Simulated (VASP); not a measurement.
# MgO2 (Pa-3) in VASP: further runs

The runs below take MgO2 through single point, with PBEsol.

Program: VASP 6.6.1. These are calculated values, not measurements. Logs are shortened: lines on timing, memory, paths and dates and some standing lists are left out, and cuts for length are marked.

### 1 The cell of the first run

It takes space group Pa-3 (No. 205, cubic). Conventional cell: a = 4.691 Å, b = 4.691 Å, c = 4.691 Å, α = 90.00°, β = 90.00°, γ = 90.00°. Mg (site symmetry -3) has 6 O at 2.01 Å within 2.7 Å. Within 2.1 Å of O (site symmetry 3) lie 1 O at 1.46 Å and 3 Mg at 2.01 Å.

### 2 Single point, PBEsol (8.60 Å³/atom)

Input file INCAR:

```
SYSTEM = MgO2
PREC = Accurate ; ENCUT = 520
EDIFF = 1E-7 ; ISMEAR = 0
SIGMA = 0.02 ; LREAL = .FALSE.
LASPH = .TRUE. ; NELM = 100
ALGO = Normal ; ISIF = 2
LWAVE = .FALSE. ; LCHARG = .FALSE.
GGA = PS ; NBANDS = 40
```

Input file KPOINTS:

```
Automatic mesh
0
G
  6 6 6
  0 0 0
```

Input file POSCAR:

```
MgO2
1.0
    4.6910172462      0.0000000000      0.0000000000
    0.0000000000      4.6910172462      0.0000000000
    0.0000000000      0.0000000000      4.6910172462
Mg O
4 8
Direct
    0.0000000000      0.5000000000      0.5000000000
    0.5000000000      0.5000000000      0.0000000000
    0.5000000000      0.0000000000      0.5000000000
    0.0000000000      0.0000000000      0.0000000000
    0.4100189314      0.0899810686      0.9100189314
    0.0899810686      0.9100189314      0.4100189314
    0.9100189314      0.4100189314      0.0899810686
    0.5899810686      0.5899810686      0.5899810686
    0.4100189314      0.4100189314      0.4100189314
    0.0899810686      0.5899810686      0.9100189314
    0.9100189314      0.0899810686      0.5899810686
    0.5899810686      0.9100189314      0.0899810686
```

Potentials or basis: VASP PAW PBE potentials, release 64 (Mg, O).

Run with:

```console
$ cat potpaw_PBE.64/Mg/POTCAR potpaw_PBE.64/O/POTCAR > POTCAR
$ mpirun -np 1 vasp_std > vasp.out
```

OUTCAR:

```text
SYSTEM = MgO2
   PREC = Accurate
   ENCUT = 520
   EDIFF = 1E-7
   ISMEAR = 0
   LREAL = .FALSE.
   LASPH = .TRUE.
   NELM = 100
   ISIF = 2
   GGA = PS

 ion  position               nearest neighbor table
   1  0.000  0.500  0.500-   6 2.01   7 2.01   8 2.01   9 2.01  10 2.01  11 2.01   2 3.32   3 3.32
                             4 3.32   2 3.32   4 3.32   3 3.32   4 3.32   4 3.32   2 3.32   3 3.32
   2  0.500  0.500  0.000-   5 2.01   7 2.01   8 2.01   9 2.01  10 2.01  12 2.01   1 3.32   3 3.32
                             4 3.32   1 3.32   3 3.32   3 3.32   4 3.32   3 3.32   1 3.32   4 3.32
   3  0.500  0.000  0.500-   5 2.01   6 2.01   8 2.01   9 2.01  11 2.01  12 2.01   1 3.32   2 3.32
                             4 3.32   2 3.32   4 3.32   1 3.32   2 3.32   2 3.32   1 3.32   4 3.32
   4  0.000  0.000  0.000-   5 2.01   6 2.01   7 2.01  10 2.01  11 2.01  12 2.01   1 3.32   2 3.32
                             3 3.32   1 3.32   3 3.32   1 3.32   2 3.32   1 3.32   2 3.32   3 3.32
   5  0.410  0.090  0.910-  12 1.46   3 2.01   4 2.01   2 2.01
   6  0.090  0.910  0.410-  11 1.46   3 2.01   4 2.01   1 2.01
   7  0.910  0.410  0.090-  10 1.46   2 2.01   4 2.01   1 2.01
   8  0.590  0.590  0.590-   9 1.46   2 2.01   3 2.01   1 2.01
   9  0.410  0.410  0.410-   8 1.46   2 2.01   3 2.01   1 2.01
  10  0.090  0.590  0.910-   7 1.46   2 2.01   4 2.01   1 2.01
  11  0.910  0.090  0.590-   6 1.46   3 2.01   4 2.01   1 2.01
  12  0.590  0.910  0.090-   5 1.46   3 2.01   4 2.01   2 2.01

  LATTYP: Found a simple cubic cell.
 ALAT       =     4.6910172462

  Lattice vectors:

 A1 = (   4.6910172462,   0.0000000000,   0.0000000000)
 A2 = (   0.0000000000,   4.6910172462,   0.0000000000)
 A3 = (   0.0000000000,   0.0000000000,   4.6910172462)

Analysis of symmetry for initial positions (statically):
=====================================================================
 Subroutine PRICEL returns:
 Original cell was already a primitive cell.

 Routine SETGRP: Setting up the symmetry group for a
 simple cubic supercell.

 Subroutine GETGRP returns: Found 24 space group operations
 (whereof  6 operations were pure point group operations)
 out of a pool of 48 trial point group operations.

The static configuration has the point symmetry S_6 .
 The point group associated with its full space group is T_h .

Analysis of symmetry for dynamics (positions and initial velocities):
=====================================================================
 Subroutine PRICEL returns:
 Original cell was already a primitive cell.

 Routine SETGRP: Setting up the symmetry group for a
 simple cubic supercell.

 Subroutine GETGRP returns: Found 24 space group operations
 (whereof  6 operations were pure point group operations)
 out of a pool of 48 trial point group operations.

The dynamic configuration has the point symmetry S_6 .
 The point group associated with its full space group is T_h .

 Subroutine INISYM returns: Found 24 space group operations
 (whereof  6 operations are pure point group operations),
 and found     1 'primitive' translations

----------------------------------------------------------------------------------------

                                     Primitive cell

  volume of cell :     103.2288

  direct lattice vectors                    reciprocal lattice vectors
     4.691017246  0.000000000  0.000000000     0.213173380  0.000000000  0.000000000
     0.000000000  4.691017246  0.000000000     0.000000000  0.213173380  0.000000000
     0.000000000  0.000000000  4.691017246     0.000000000  0.000000000  0.213173380

  length of vectors
     4.691017246  4.691017246  4.691017246     0.213173380  0.213173380  0.213173380

  position of ions in fractional coordinates (direct lattice)
     0.000000000  0.500000000  0.500000000
     0.500000000  0.500000000  0.000000000
     0.500000000  0.000000000  0.500000000
     0.000000000  0.000000000  0.000000000
     0.410018931  0.089981069  0.910018931
     0.089981069  0.910018931  0.410018931
     0.910018931  0.410018931  0.089981069
     0.589981069  0.589981069  0.589981069
     0.410018931  0.410018931  0.410018931
     0.089981069  0.589981069  0.910018931
     0.910018931  0.089981069  0.589981069
     0.589981069  0.910018931  0.089981069

  ion indices of the primitive-cell ions
   primitive index   ion index
                 1           1
                 2           2
                 3           3
                 4           4
                 5           5
                 6           6
                 7           7
                 8           8
                 9           9
                10          10
                11          11
                12          12

----------------------------------------------------------------------------------------

 KPOINTS: Automatic mesh

Automatic generation of k-mesh.
 Grid dimensions read from file:
 generate k-points for:    6    6    6

 Generating k-lattice:

  Cartesian coordinates                     Fractional coordinates (reciprocal lattice)
     0.035528897  0.000000000  0.000000000     0.166666667  0.000000000  0.000000000
     0.000000000  0.035528897  0.000000000     0.000000000  0.166666667  0.000000000
     0.000000000  0.000000000  0.035528897     0.000000000  0.000000000  0.166666667

  Length of vectors
     0.035528897  0.035528897  0.035528897

  Shift w.r.t. Gamma in fractional coordinates (k-lattice)
     0.000000000  0.000000000  0.000000000

 Subroutine IBZKPT returns following result:
 ===========================================

 Found     24 irreducible k-points:

 Following reciprocal coordinates:
            Coordinates               Weight
  0.000000  0.000000  0.000000      1.000000
  0.166667  0.000000  0.000000      6.000000
  0.333333  0.000000  0.000000      6.000000
  0.500000  0.000000  0.000000      3.000000
  0.166667  0.166667  0.000000     12.000000
  0.333333  0.166667  0.000000     12.000000
[... 16 lines left out ...]
  0.500000  0.500000  0.333333      6.000000
  0.500000  0.500000  0.500000      1.000000
   k-points           NKPTS =     24   k-points in BZ     NKDIM =     24   number of bands    NBANDS=     40
   number of dos      NEDOS =    301   number of ions     NIONS =     12
   total plane-waves  NPLWV =  46656
   dimension x,y,z NGX =    36 NGY =   36 NGZ =   36
   dimension x,y,z NGXF=    72 NGYF=   72 NGZF=   72
   ions per type =               4   8
   NGX,Y,Z   is equivalent  to a cutoff of  12.76, 12.76, 12.76 a.u.
   NGXF,Y,Z  is equivalent  to a cutoff of  25.52, 25.52, 25.52 a.u.
 SYSTEM =  MgO2
   PREC   = accura    normal or accurate (medium, high low for compatibility)
   ISTART =      0    job   : 0-new  1-cont  2-samecut
   ICHARG =      2    charge: 1-file 2-atom 10-const
   ISPIN  =      1    spin polarized calculation?
   LNONCOLLINEAR =      F non collinear calculations
   LSORBIT =      F    spin-orbit coupling
   LASPH  =      T    aspherical Exc in radial PAW
   ENCUT  =  520.0 eV  38.22 Ry    6.18 a.u.   8.72  8.72  8.72*2*pi/ulx,y,z
   NELM   =    100;   NELMIN=  2; NELMDL= -5     # of ELM steps
   EDIFF  = 0.1E-06   stopping-criterion for ELM
   LREAL  =      F    real-space projection
   EDIFFG = 0.1E-05   stopping-criterion for IOM
   NSW    =      0    number of steps for IOM
   IBRION =     -1    ionic relax: 0-MD 1-quasi-New 2-CG
   NFREE  =      0    steps in history (QN), initial steepest desc. (CG)
   ISIF   =      2    stress and relaxation
   ISYM   =      2    0-nonsym 1-usesym 2-fastsym
   POTIM  = 0.5000    time-step for ionic-motion
   TEBEG  =    0.0;   TEEND  =   0.0 temperature during run
   PSTRESS=    0.0 pullay stress
   NELECT =      56.0000    total number of electrons
   NUPDOWN=      -1.0000    fix difference up-down
   EMIN   =  10.00;   EMAX   =-10.00  energy-range for DOS
   EFERMI =   0.00;   METHOD = LEGACY
   ISMEAR =     0;   SIGMA  =   0.02  broadening in eV -4-tet -1-fermi 0-gaus
   EFERMI_NEDOS =   21; number of points for ismear=-14 and -15
   IALGO  =     38    algorithm
   IMIX   =      4    mixing-type and parameters
     AMIX     =   0.40;   BMIX     =  1.00
     AMIX_MAG =   1.60;   BMIX_MAG =  1.00
  volume/ion in A,a.u.               =       8.60        58.05
  Fermi-wavevector in a.u.,A,eV,Ry     =   1.335172  2.523109 24.254884  1.782684
  Thomas-Fermi vector in A             =   2.463897
   LORBIT       =      0    0 simple, 1 ext, 2 COOP (PROOUT), +10 PAW based schemes
   GGA     = PS    functional components
   LHFCALC =     F    Hartree Fock is set to
   AEXX    =    0.0000 exact exchange contribution
   IVDW    =     0    specifies the selected vdW correction
   LEPSILON=     F    determine dielectric tensor
   LRPA    =     F    only Hartree local field effects (RPA)
 non-spin polarized calculation
 Gauss-broadening in eV      SIGMA  =   0.02
  energy-cutoff  :      520.00
  volume of cell :      103.23
 maximum number of plane-waves:      2801
   NGX = 17   NGY = 17   NGZ = 17

 number of electron      55.9999952 magnetization

 Free energy of the ion-electron system (eV)
  ---------------------------------------------------
  ext. energy  EPLUGINS =         0.00000000
  ---------------------------------------------------
  free energy    TOTEN  =       -69.32750422 eV

  energy without entropy =      -69.32750422  energy(sigma->0) =      -69.32750422

 E-fermi :   3.7291     XC(G=0): -11.5082

 val. band max:        3.5753414367   @ k =   0.0000   0.0000   0.0000
 cond. band min:       7.8599653162   @ k =   0.3333   0.1667   0.1667
 fundamental gap:      4.2846238795
 Fermi energy:         3.7291076957

 k-point     1 :       0.0000    0.0000    0.0000
  band No.  band energies     occupation
      1     -18.2287      2.00000
      2     -17.2739      2.00000
      3     -17.2739      2.00000
      4     -17.2739      2.00000
      5     -11.1770      2.00000
      6     -11.1770      2.00000
[... 32 lines left out ...]
     39      16.2102      0.00000
[... 988 lines left out ...]
     39      15.9408      0.00000
     40      15.9408      0.00000

------------------------ aborting loop because EDIFF is reached ----------------------------------------

  FORCE on cell =-STRESS in cart. coord.  units (eV):
  Direction    XX          YY          ZZ          XY          YZ          ZX
  --------------------------------------------------------------------------------------
  -------------------------------------------------------------------------------------
  Total       10.1926177     10.1926177     10.1926177      0.0000000     -0.0000000     -0.0000000
  in kB      158.1959017    158.1959017    158.1959017      0.0000000     -0.0000000     -0.0000000
  external PRESSURE =     158.1959017 kB  Pullay stress =       0.0000000 kB

 VOLUME and BASIS-vectors are now :
 -----------------------------------------------------------------------------
  energy-cutoff  :      520.00
  volume of cell :      103.23
      direct lattice vectors                 reciprocal lattice vectors
     4.691017246  0.000000000  0.000000000     0.213173380  0.000000000  0.000000000
     0.000000000  4.691017246  0.000000000     0.000000000  0.213173380  0.000000000
     0.000000000  0.000000000  4.691017246     0.000000000  0.000000000  0.213173380

 POSITION                                       TOTAL-FORCE (eV/Angst)
 -----------------------------------------------------------------------------------
      0.00000      2.34551      2.34551         0.000000      0.000000      0.000000
      2.34551      2.34551      0.00000         0.000000      0.000000      0.000000
      2.34551      0.00000      2.34551         0.000000      0.000000      0.000000
      0.00000      0.00000      0.00000         0.000000      0.000000      0.000000
      1.92341      0.42210      4.26891        -0.124597      0.124597     -0.124597
      0.42210      4.26891      1.92341         0.124597     -0.124597     -0.124597
      4.26891      1.92341      0.42210        -0.124597     -0.124597      0.124597
      2.76761      2.76761      2.76761         0.124597      0.124597      0.124597
      1.92341      1.92341      1.92341        -0.124597     -0.124597     -0.124597
      0.42210      2.76761      4.26891         0.124597      0.124597     -0.124597
      4.26891      0.42210      2.76761        -0.124597      0.124597      0.124597
      2.76761      4.26891      0.42210         0.124597     -0.124597      0.124597
 -----------------------------------------------------------------------------------
    total drift:                                0.000000      0.000000     -0.000000

  FREE ENERGIE OF THE ION-ELECTRON SYSTEM (eV)
  ---------------------------------------------------
  free  energy   TOTEN  =       -69.3275042195 eV

  energy  without entropy=      -69.3275042195  energy(sigma->0) =      -69.32750422
```

Run time: 41 s. Hardware: 1 thread of Intel Xeon 6975P-C (Granite Rapids), shared host; peak memory 0.24 GiB.

What came out:

```yaml
Free_energy: -69.3275 eV
Pressure: 15.8 GPa
Largest_force: 0.216 eV/Å
Band_gap_on_the_k_mesh: 4.28 eV (least direct gap 4.44 eV)
```

Forces in eV/Å, atoms in the order of the input:
```
Mg   0.000  0.000  0.000
Mg   0.000  0.000  0.000
Mg   0.000  0.000  0.000
Mg   0.000  0.000  0.000
O   -0.125  0.125 -0.125
O    0.125 -0.125 -0.125
O   -0.125 -0.125  0.125
O    0.125  0.125  0.125
O   -0.125 -0.125 -0.125
O    0.125  0.125 -0.125
O   -0.125  0.125  0.125
O    0.125 -0.125  0.125
```

Levels at points of the mesh, in eV from the valence-band top:
```tsv
k point	band 24	band 25	band 26	band 27	band 28	band 29	band 30	band 31	band 32	band 33
(0.00, 0.00, 0.00)	-0.58	-0.58	-0.58	0.00	0.00	4.84	4.98	4.98	4.98	7.31
(0.50, 0.00, 0.00)	-0.93	-0.81	-0.81	-0.13	-0.13	4.36	4.36	4.76	4.76	9.63
(0.50, 0.50, 0.00)	-0.74	-0.51	-0.51	-0.51	-0.51	4.54	4.54	4.54	4.54	10.26
(0.50, 0.50, 0.50)	-0.79	-0.60	-0.60	-0.60	-0.60	4.86	4.86	4.86	4.86	9.97
```

Caveat: the cell stands under pressure; the PAW data sets were made with another functional, which shifts forces and pressure a little. A k mesh can miss the band edges.

### 3 Single point, PBEsol (8.89 Å³/atom)

This run uses another cell than the first one, of 8.89 Å³/atom.

Input file INCAR:

```
SYSTEM = MgO2
PREC = Accurate
ENCUT = 520
EDIFF = 1E-7
ISMEAR = 0
SIGMA = 0.02
LREAL = .FALSE.
LASPH = .TRUE.
NELM = 100
ALGO = Normal
ISIF = 2
LWAVE = .FALSE.
LCHARG = .FALSE.
GGA = PS
NBANDS = 40
```

Input file KPOINTS:

```
regular mesh
0
G
  6 6 6
  0 0 0
```

Input file POSCAR:

```
MgO2
1.0
    4.7420105592      0.0000000000      0.0000000000
    0.0000000000      4.7420105592      0.0000000000
    0.0000000000      0.0000000000      4.7420105592
Mg O
4 8
Direct
    0.0000000000      0.5000000000      0.5000000000
    0.5000000000      0.5000000000      0.0000000000
    0.5000000000      0.0000000000      0.5000000000
    0.0000000000      0.0000000000      0.0000000000
    0.4105580775      0.0894419225      0.9105580775
    0.0894419225      0.9105580775      0.4105580775
    0.9105580775      0.4105580775      0.0894419225
    0.5894419225      0.5894419225      0.5894419225
    0.4105580775      0.4105580775      0.4105580775
    0.0894419225      0.5894419225      0.9105580775
    0.9105580775      0.0894419225      0.5894419225
    0.5894419225      0.9105580775      0.0894419225
```

Potentials or basis: VASP PAW PBE potentials, release 64 (Mg, O).

Run with:

```console
$ cat potpaw_PBE.64/Mg/POTCAR potpaw_PBE.64/O/POTCAR > POTCAR
$ mpirun -np 1 vasp_std > vasp.out
```

Run time: 48 s. Hardware: 1 thread of Intel Xeon 6975P-C (Granite Rapids), shared host; peak memory 0.24 GiB.

It converged, with:

- Free energy: -69.5958 eV
- Pressure: 9.6 GPa
- Largest force: 0.210 eV/Å
- Band gap on the k mesh: 4.17 eV (least direct gap 4.31 eV)

Forces on the atoms (eV/Å):
```
Mg   0.000  0.000  0.000
Mg   0.000  0.000  0.000
Mg   0.000  0.000  0.000
Mg   0.000  0.000  0.000
O   -0.121  0.121 -0.121
O    0.121 -0.121 -0.121
O   -0.121 -0.121  0.121
O    0.121  0.121  0.121
O   -0.121 -0.121 -0.121
O    0.121  0.121 -0.121
O   -0.121  0.121  0.121
O    0.121 -0.121  0.121
```

Levels at points of the mesh, in eV from the valence-band top:
| k point | band 25 | band 26 | band 27 | band 28 | band 29 | band 30 | band 31 | band 32 |
| --- | --- | --- | --- | --- | --- | --- | --- | --- |
| (0.00, 0.00, 0.00) | -0.55 | -0.55 | 0.00 | 0.00 | 4.77 | 4.86 | 4.86 | 4.86 |
| (0.50, 0.00, 0.00) | -0.78 | -0.78 | -0.13 | -0.13 | 4.23 | 4.23 | 4.66 | 4.66 |
| (0.50, 0.50, 0.00) | -0.51 | -0.51 | -0.51 | -0.51 | 4.44 | 4.44 | 4.44 | 4.44 |
| (0.50, 0.50, 0.50) | -0.59 | -0.59 | -0.59 | -0.59 | 4.75 | 4.75 | 4.75 | 4.75 |

Caveat: the cell stands under pressure; the PAW data sets were made with another functional, which shifts forces and pressure a little. A k mesh can miss the band edges.

### 4 Single point, PBEsol (9.17 Å³/atom)

This run uses another cell than the first one, of 9.17 Å³/atom.

Input file INCAR:

```
PREC     = Accurate       # precision mode
ENCUT    = 520            # plane-wave cutoff, eV
EDIFF    = 1E-6           # SCF threshold, eV
ISMEAR   = 0              # smearing method
SIGMA    = 0.02           # smearing width, eV
LREAL    = F              # projectors in reciprocal space
LASPH    = T              # aspherical terms in the spheres
NELM     = 60             # most SCF steps
ALGO     = Normal         # electronic algorithm
ISIF     = 2              # what is computed and relaxed
LWAVE    = F              # write WAVECAR
LCHARG   = F              # write CHGCAR
GGA      = PS             # functional
NBANDS   = 40             # bands
```

Input file KPOINTS:

```
regular mesh
0
Gamma
  6 6 6
```

Input file POSCAR:

```
MgO2
1.0
    4.7919301282      0.0000000000      0.0000000000
    0.0000000000      4.7919301282      0.0000000000
    0.0000000000      0.0000000000      4.7919301282
Mg O
4 8
Direct
    0.0000000000      0.5000000000      0.5000000000
    0.5000000000      0.5000000000      0.0000000000
    0.5000000000      0.0000000000      0.5000000000
    0.0000000000      0.0000000000      0.0000000000
    0.4110976295      0.0889023705      0.9110976295
    0.0889023705      0.9110976295      0.4110976295
    0.9110976295      0.4110976295      0.0889023705
    0.5889023705      0.5889023705      0.5889023705
    0.4110976295      0.4110976295      0.4110976295
    0.0889023705      0.5889023705      0.9110976295
    0.9110976295      0.0889023705      0.5889023705
    0.5889023705      0.9110976295      0.0889023705
```

Run with:

```console
$ cat potpaw_PBE.64/Mg/POTCAR potpaw_PBE.64/O/POTCAR > POTCAR
$ mpirun -np 1 vasp_std > vasp.out
```

Run time: 38 s. Hardware: 1 thread of Intel Xeon 6975P-C (Granite Rapids), shared host; peak memory 0.24 GiB.

The run converged. Its results:

| Property | Result |
| --- | --- |
| Free energy | -69.7427 eV |
| Pressure | 4.4 GPa |
| Largest force | 0.205 eV/Å |
| Band gap on the k mesh | 4.05 eV (least direct gap 4.19 eV) |

Forces on the atoms (eV/Å):
```
Mg   0.000  0.000  0.000
Mg   0.000  0.000  0.000
Mg   0.000  0.000  0.000
Mg   0.000  0.000  0.000
O   -0.118  0.118 -0.118
O    0.118 -0.118 -0.118
O   -0.118 -0.118  0.118
O    0.118  0.118  0.118
O   -0.118 -0.118 -0.118
O    0.118  0.118 -0.118
O   -0.118  0.118  0.118
O    0.118 -0.118  0.118
```

Levels at points of the mesh, in eV from the valence-band top:
```tsv
k point	band 26	band 27	band 28	band 29	band 30	band 31
(0.00, 0.00, 0.00)	-0.52	0.00	0.00	4.71	4.74	4.74
(0.50, 0.00, 0.00)	-0.75	-0.13	-0.13	4.12	4.12	4.58
(0.50, 0.50, 0.00)	-0.50	-0.50	-0.50	4.34	4.34	4.34
(0.50, 0.50, 0.50)	-0.58	-0.58	-0.58	4.66	4.66	4.66
```

Caveat: the cell stands under pressure; the PAW data sets were made with another functional, which shifts forces and pressure a little. A k mesh can miss the band edges.

(Continued in part 2 of 2.)
